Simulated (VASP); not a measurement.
# BaTiO3 (Pm-3m) in VASP: further runs

Runs on BaTiO3. Level: LDA. Tasks: single point.

Program: VASP 6.6.1. These are calculated values, not measurements. Logs are shortened: lines on timing, memory, paths and dates and some standing lists are left out, and cuts for length are marked.

**1. The cell of the first run**

Symmetry: Pm-3m, No. 221, cubic system. Conventional cell: a = 4.110 Å, b = 4.110 Å, c = 4.110 Å, α = 90.00°, β = 90.00°, γ = 90.00°. Ba (site symmetry m-3m) has 12 O at 2.91 Å and 8 Ti at 3.56 Å within 3.8 Å. Within 2.7 Å of Ti (site symmetry m-3m) lie 6 O at 2.06 Å. Within 2.7 Å of O (site symmetry 4/mmm) lie 2 Ti at 2.06 Å.

**2. Single point, LDA**

Contents of INCAR:

```
ALGO = Normal ; EDIFF = 1E-6
ENCUT = 520 ; GGA = CA
ISIF = 2 ; ISMEAR = 0
LASPH = T ; LCHARG = F
LREAL = F ; LWAVE = F
NBANDS = 28 ; NELM = 60
PREC = Accurate ; SIGMA = 0.01
```

Contents of KPOINTS:

```
k-points
0
Gamma
  6 6 6
```

Contents of POSCAR:

```
BaTiO3
1.0
    4.1100981854      0.0000000000      0.0000000000
    0.0000000000      4.1100981854      0.0000000000
    0.0000000000      0.0000000000      4.1100981854
Ba Ti O
1 1 3
Direct
    0.5000000000      0.5000000000      0.5000000000
    0.0000000000      0.0000000000      0.0000000000
    0.5000000000      0.0000000000      0.0000000000
    0.0000000000      0.5000000000      0.0000000000
    0.0000000000      0.0000000000      0.5000000000
```

Potentials or basis: VASP PAW LDA potentials, release 64 (Ba_sv, Ti_sv, O).

The run is started by

```bash
$ cat potpaw_LDA.64/Ba_sv/POTCAR potpaw_LDA.64/Ti_sv/POTCAR potpaw_LDA.64/O/POTCAR > POTCAR
$ mpirun -np 1 vasp_std > vasp.out
```

OUTCAR:

```text
EDIFF = 1E-6
   ENCUT = 520
   GGA = CA
   ISIF = 2
   ISMEAR = 0
   LASPH = T
   LREAL = F
   NELM = 60
   PREC = Accurate

 ion  position               nearest neighbor table
   1  0.500  0.500  0.500-   3 2.91   4 2.91   5 2.91   3 2.91   4 2.91   3 2.91   5 2.91   3 2.91
                             4 2.91   5 2.91   4 2.91   5 2.91   2 3.56   2 3.56   2 3.56   2 3.56
   2  0.000  0.000  0.000-   3 2.06   4 2.06   5 2.06   5 2.06   4 2.06   3 2.06   1 3.56   1 3.56
                             1 3.56   1 3.56   1 3.56   1 3.56   1 3.56   1 3.56
   3  0.500  0.000  0.000-   2 2.06   2 2.06   1 2.91   1 2.91   1 2.91   1 2.91
   4  0.000  0.500  0.000-   2 2.06   2 2.06   1 2.91   1 2.91   1 2.91   1 2.91
   5  0.000  0.000  0.500-   2 2.06   2 2.06   1 2.91   1 2.91   1 2.91   1 2.91

  LATTYP: Found a simple cubic cell.
 ALAT       =     4.1100981854

  Lattice vectors:

 A1 = (   4.1100981854,   0.0000000000,   0.0000000000)
 A2 = (   0.0000000000,   4.1100981854,   0.0000000000)
 A3 = (   0.0000000000,   0.0000000000,   4.1100981854)

Analysis of symmetry for initial positions (statically):
=====================================================================
 Subroutine PRICEL returns:
 Original cell was already a primitive cell.

 Routine SETGRP: Setting up the symmetry group for a
 simple cubic supercell.

 Subroutine GETGRP returns: Found 48 space group operations
 (whereof 48 operations were pure point group operations)
 out of a pool of 48 trial point group operations.

The static configuration has the point symmetry O_h .

Analysis of symmetry for dynamics (positions and initial velocities):
=====================================================================
 Subroutine PRICEL returns:
 Original cell was already a primitive cell.

 Routine SETGRP: Setting up the symmetry group for a
 simple cubic supercell.

 Subroutine GETGRP returns: Found 48 space group operations
 (whereof 48 operations were pure point group operations)
 out of a pool of 48 trial point group operations.

The dynamic configuration has the point symmetry O_h .

 Subroutine INISYM returns: Found 48 space group operations
 (whereof 48 operations are pure point group operations),
 and found     1 'primitive' translations

----------------------------------------------------------------------------------------

                                     Primitive cell

  volume of cell :      69.4315

  direct lattice vectors                    reciprocal lattice vectors
     4.110098185  0.000000000  0.000000000     0.243303190  0.000000000  0.000000000
     0.000000000  4.110098185  0.000000000     0.000000000  0.243303190  0.000000000
     0.000000000  0.000000000  4.110098185     0.000000000  0.000000000  0.243303190

  length of vectors
     4.110098185  4.110098185  4.110098185     0.243303190  0.243303190  0.243303190

  position of ions in fractional coordinates (direct lattice)
     0.500000000  0.500000000  0.500000000
     0.000000000  0.000000000  0.000000000
     0.500000000  0.000000000  0.000000000
     0.000000000  0.500000000  0.000000000
     0.000000000  0.000000000  0.500000000

  ion indices of the primitive-cell ions
   primitive index   ion index
                 1           1
                 2           2
                 3           3
                 4           4
                 5           5

----------------------------------------------------------------------------------------

 KPOINTS: k-points

Automatic generation of k-mesh.
 Grid dimensions read from file:
 generate k-points for:    6    6    6

 Generating k-lattice:

  Cartesian coordinates                     Fractional coordinates (reciprocal lattice)
     0.040550532  0.000000000  0.000000000     0.166666667  0.000000000  0.000000000
     0.000000000  0.040550532  0.000000000     0.000000000  0.166666667  0.000000000
     0.000000000  0.000000000  0.040550532     0.000000000  0.000000000  0.166666667

  Length of vectors
     0.040550532  0.040550532  0.040550532

  Shift w.r.t. Gamma in fractional coordinates (k-lattice)
     0.000000000  0.000000000  0.000000000

 Subroutine IBZKPT returns following result:
 ===========================================

 Found     20 irreducible k-points:

 Following reciprocal coordinates:
            Coordinates               Weight
  0.000000  0.000000  0.000000      1.000000
  0.166667  0.000000  0.000000      6.000000
  0.333333  0.000000  0.000000      6.000000
  0.500000  0.000000  0.000000      3.000000
  0.166667  0.166667  0.000000     12.000000
  0.333333  0.166667  0.000000     24.000000
[... 12 lines left out ...]
  0.500000  0.500000  0.333333      6.000000
  0.500000  0.500000  0.500000      1.000000
   k-points           NKPTS =     20   k-points in BZ     NKDIM =     20   number of bands    NBANDS=     28
   number of dos      NEDOS =    301   number of ions     NIONS =      5
   total plane-waves  NPLWV =  32768
   dimension x,y,z NGX =    32 NGY =   32 NGZ =   32
   dimension x,y,z NGXF=    64 NGYF=   64 NGZF=   64
   ions per type =               1   1   3
   NGX,Y,Z   is equivalent  to a cutoff of  12.94, 12.94, 12.94 a.u.
   NGXF,Y,Z  is equivalent  to a cutoff of  25.89, 25.89, 25.89 a.u.
 SYSTEM =  unknown system
   PREC   = accura    normal or accurate (medium, high low for compatibility)
   ISTART =      0    job   : 0-new  1-cont  2-samecut
   ICHARG =      2    charge: 1-file 2-atom 10-const
   ISPIN  =      1    spin polarized calculation?
   LNONCOLLINEAR =      F non collinear calculations
   LSORBIT =      F    spin-orbit coupling
   LASPH  =      T    aspherical Exc in radial PAW
   ENCUT  =  520.0 eV  38.22 Ry    6.18 a.u.   7.64  7.64  7.64*2*pi/ulx,y,z
   NELM   =     60;   NELMIN=  2; NELMDL= -5     # of ELM steps
   EDIFF  = 0.1E-05   stopping-criterion for ELM
   LREAL  =      F    real-space projection
   EDIFFG = 0.1E-04   stopping-criterion for IOM
   NSW    =      0    number of steps for IOM
   IBRION =     -1    ionic relax: 0-MD 1-quasi-New 2-CG
   NFREE  =      0    steps in history (QN), initial steepest desc. (CG)
   ISIF   =      2    stress and relaxation
   ISYM   =      2    0-nonsym 1-usesym 2-fastsym
   POTIM  = 0.5000    time-step for ionic-motion
   TEBEG  =    0.0;   TEEND  =   0.0 temperature during run
   PSTRESS=    0.0 pullay stress
   NELECT =      40.0000    total number of electrons
   NUPDOWN=      -1.0000    fix difference up-down
   EMIN   =  10.00;   EMAX   =-10.00  energy-range for DOS
   EFERMI =   0.00;   METHOD = LEGACY
   ISMEAR =     0;   SIGMA  =   0.01  broadening in eV -4-tet -1-fermi 0-gaus
   EFERMI_NEDOS =   21; number of points for ismear=-14 and -15
   IALGO  =     38    algorithm
   IMIX   =      4    mixing-type and parameters
     AMIX     =   0.40;   BMIX     =  1.00
     AMIX_MAG =   1.60;   BMIX_MAG =  1.00
  volume/ion in A,a.u.               =      13.89        93.71
  Fermi-wavevector in a.u.,A,eV,Ry     =   1.362206  2.574195 25.247023  1.855604
  Thomas-Fermi vector in A             =   2.488715
   LORBIT       =      0    0 simple, 1 ext, 2 COOP (PROOUT), +10 PAW based schemes
   GGA     = CA    functional components
   LHFCALC =     F    Hartree Fock is set to
   AEXX    =    0.0000 exact exchange contribution
   IVDW    =     0    specifies the selected vdW correction
   LEPSILON=     F    determine dielectric tensor
   LRPA    =     F    only Hartree local field effects (RPA)
 non-spin polarized calculation
 Gauss-broadening in eV      SIGMA  =   0.01
  energy-cutoff  :      520.00
  volume of cell :       69.43
 maximum number of plane-waves:      1890
 NGX is ok and might be reduce to    32
   NGX = 15   NGY = 15   NGZ = 15

 number of electron      40.0000029 magnetization

 Free energy of the ion-electron system (eV)
  ---------------------------------------------------
  ext. energy  EPLUGINS =         0.00000000
  ---------------------------------------------------
  free energy    TOTEN  =       -43.69187587 eV

  energy without entropy =      -43.69187587  energy(sigma->0) =      -43.69187587

 E-fermi :   3.0375     XC(G=0): -11.3349

 val. band max:        2.9195026973   @ k =   0.5000   0.5000   0.5000
 cond. band min:       4.4257029141   @ k =   0.0000   0.0000   0.0000
 fundamental gap:      1.5062002168
 Fermi energy:         3.0374606885

 k-point     1 :       0.0000    0.0000    0.0000
  band No.  band energies     occupation
      1     -53.2850      2.00000
      2     -29.8585      2.00000
      3     -29.8585      2.00000
      4     -29.8585      2.00000
      5     -21.9313      2.00000
      6     -13.4685      2.00000
[... 20 lines left out ...]
     27       7.7217      0.00000
     28       9.2822      0.00000

 k-point     2 :       0.1667    0.0000    0.0000
  band No.  band energies     occupation
      1     -53.2849      2.00000
      2     -29.8675      2.00000
      3     -29.8582      2.00000
      4     -29.8582      2.00000
      5     -21.9116      2.00000
      6     -13.4720      2.00000
[... 20 lines left out ...]
     27       8.2092      0.00000
     28       9.9187      0.00000

 k-point     3 :       0.3333    0.0000    0.0000
  band No.  band energies     occupation
      1     -53.2845      2.00000
      2     -29.8854      2.00000
      3     -29.8575      2.00000
      4     -29.8575      2.00000
      5     -21.8716      2.00000
      6     -13.5412      2.00000
[... 20 lines left out ...]
     27       9.3144      0.00000
     28      10.8052      0.00000

 k-point     4 :       0.5000    0.0000    0.0000
  band No.  band energies     occupation
      1     -53.2844      2.00000
      2     -29.8943      2.00000
      3     -29.8572      2.00000
      4     -29.8572      2.00000
      5     -21.8513      2.00000
      6     -13.5969      2.00000
[... 20 lines left out ...]
     27       9.9664      0.00000
     28      10.7361      0.00000

 k-point     5 :       0.1667    0.1667    0.0000
  band No.  band energies     occupation
      1     -53.2847      2.00000
      2     -29.8673      2.00000
      3     -29.8669      2.00000
      4     -29.8578      2.00000
      5     -21.8933      2.00000
      6     -13.4449      2.00000
[... 20 lines left out ...]
     27       8.6901      0.00000
     28      10.2517      0.00000

 k-point     6 :       0.3333    0.1667    0.0000
  band No.  band energies     occupation
      1     -53.2844      2.00000
      2     -29.8849      2.00000
      3     -29.8663      2.00000
      4     -29.8572      2.00000
      5     -21.8564      2.00000
      6     -13.4542      2.00000
[... 339 lines left out ...]
      5     -21.7860      2.00000
      6     -12.9888      2.00000
[... 20 lines left out ...]
     27      10.2617      0.00000
     28      10.2617      0.00000

 k-point    18 :       0.5000    0.3333    0.3333
  band No.  band energies     occupation
      1     -53.2834      2.00000
      2     -29.8913      2.00000
      3     -29.8823      2.00000
      4     -29.8822      2.00000
      5     -21.7726      2.00000
      6     -12.8876      2.00000
[... 20 lines left out ...]
     27      10.1084      0.00000
     28      10.1166      0.00000

 k-point    19 :       0.5000    0.5000    0.3333
  band No.  band energies     occupation
      1     -53.2832      2.00000
      2     -29.8909      2.00000
      3     -29.8909      2.00000
      4     -29.8819      2.00000
      5     -21.7599      2.00000
      6     -12.7293      2.00000
[... 20 lines left out ...]
     27       9.8200      0.00000
     28       9.8200      0.00000

 k-point    20 :       0.5000    0.5000    0.5000
  band No.  band energies     occupation
      1     -53.2830      2.00000
      2     -29.8905      2.00000
      3     -29.8905      2.00000
      4     -29.8905      2.00000
      5     -21.7477      2.00000
      6     -12.6099      2.00000
[... 20 lines left out ...]
     27       9.7971      0.00000
     28       9.7971      0.00000

------------------------ aborting loop because EDIFF is reached ----------------------------------------

  FORCE on cell =-STRESS in cart. coord.  units (eV):
  Direction    XX          YY          ZZ          XY          YZ          ZX
  --------------------------------------------------------------------------------------
  -------------------------------------------------------------------------------------
  Total       -7.5993851     -7.5993851     -7.5993851      0.0000000     -0.0000000      0.0000000
  in kB     -175.3607696   -175.3607696   -175.3607696      0.0000000     -0.0000000      0.0000000
  external PRESSURE =    -175.3607696 kB  Pullay stress =       0.0000000 kB

 VOLUME and BASIS-vectors are now :
 -----------------------------------------------------------------------------
  energy-cutoff  :      520.00
  volume of cell :       69.43
      direct lattice vectors                 reciprocal lattice vectors
     4.110098185  0.000000000  0.000000000     0.243303190  0.000000000  0.000000000
     0.000000000  4.110098185  0.000000000     0.000000000  0.243303190  0.000000000
     0.000000000  0.000000000  4.110098185     0.000000000  0.000000000  0.243303190

 POSITION                                       TOTAL-FORCE (eV/Angst)
 -----------------------------------------------------------------------------------
      2.05505      2.05505      2.05505         0.000000      0.000000      0.000000
      0.00000      0.00000      0.00000         0.000000      0.000000      0.000000
      2.05505      0.00000      0.00000         0.000000      0.000000      0.000000
      0.00000      2.05505      0.00000         0.000000      0.000000      0.000000
      0.00000      0.00000      2.05505         0.000000      0.000000      0.000000
 -----------------------------------------------------------------------------------
    total drift:                                0.000000      0.000000     -0.000000

  FREE ENERGIE OF THE ION-ELECTRON SYSTEM (eV)
  ---------------------------------------------------
  free  energy   TOTEN  =       -43.6918758692 eV

  energy  without entropy=      -43.6918758692  energy(sigma->0) =      -43.69187587
```

Wall time 38 s (1 thread of Intel Xeon Platinum 8488C (Sapphire Rapids), shared host); peak memory 0.18 GiB.

Results:

| Item | Value |
| --- | --- |
| Free energy | -43.6919 eV |
| Pressure | -17.5 GPa |
| Band gap on the k mesh | 1.51 eV, indirect (least direct gap 1.71 eV) |

Caveat: spin-orbit coupling is left out, which moves the levels of the heavy elements. LDA gaps usually lie below the measured ones, often by a third to a half.

(Part 1 of 2 ends here.)
